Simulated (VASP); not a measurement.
Wanted: the native input for a VASP 6.6.1 run.

```yaml
Task: single point
Functional: PBE
Potentials_or_basis: VASP PAW PBE potentials, release 64 (Al, N)
Cutoff: 520 eV
k_mesh: 12 × 12 × 8
Occupations: gaussian, width 0.05 eV
Spin: no spin polarisation
Dipole_correction: no
Further_INCAR_settings: ALGO = Normal; EDIFF = 1e-06; NBANDS = 16
```

The structure of AlN lies in POSCAR:

```
AlN
1.0
    3.3121157418      0.0000000000      0.0000000000
   -1.6560578709      2.8683763727      0.0000000000
    0.0000000000      0.0000000000      4.1875630000
Al N
2 2
Direct
    0.3333333300      0.6666666700      0.7500000000
    0.6666666700      0.3333333300      0.2500000000
    0.3333333300      0.6666666700      0.2500000000
    0.6666666700      0.3333333300      0.7500000000
```

These files were run (other wordings do the same):

INCAR

```
SYSTEM = AlN
ALGO     = Normal         ! electronic algorithm
EDIFF    = 1E-6           ! SCF threshold, eV
ENCUT    = 520            ! plane-wave cutoff, eV
GGA      = PE             ! functional
ISIF     = 2              ! what is computed and relaxed
ISMEAR   = 0              ! smearing method
LASPH    = .TRUE.         ! aspherical terms in the spheres
LCHARG   = .FALSE.        ! write CHGCAR
LREAL    = .FALSE.        ! projectors in reciprocal space
LWAVE    = .FALSE.        ! write WAVECAR
NBANDS   = 16             ! bands
NELM     = 80             ! most SCF steps
PREC     = Accurate       ! precision mode
SIGMA    = 0.05           ! smearing width, eV
```

KPOINTS

```
k-points
0
G
  12 12 8
  0 0 0
```

Potentials or basis: VASP PAW PBE potentials, release 64 (Al, N).

The run is started by

```sh
$ cat potpaw_PBE.64/Al/POTCAR potpaw_PBE.64/N/POTCAR > POTCAR
$ mpirun -np 1 vasp_std > vasp.out
```

It gave:

```json
{"Pressure": "0.0 GPa", "Band gap on the k mesh": "3.27 eV, direct"}
```

Run time: 110 s on 1 thread of AMD EPYC 7R13 (shared host), peak memory 0.16 GiB.
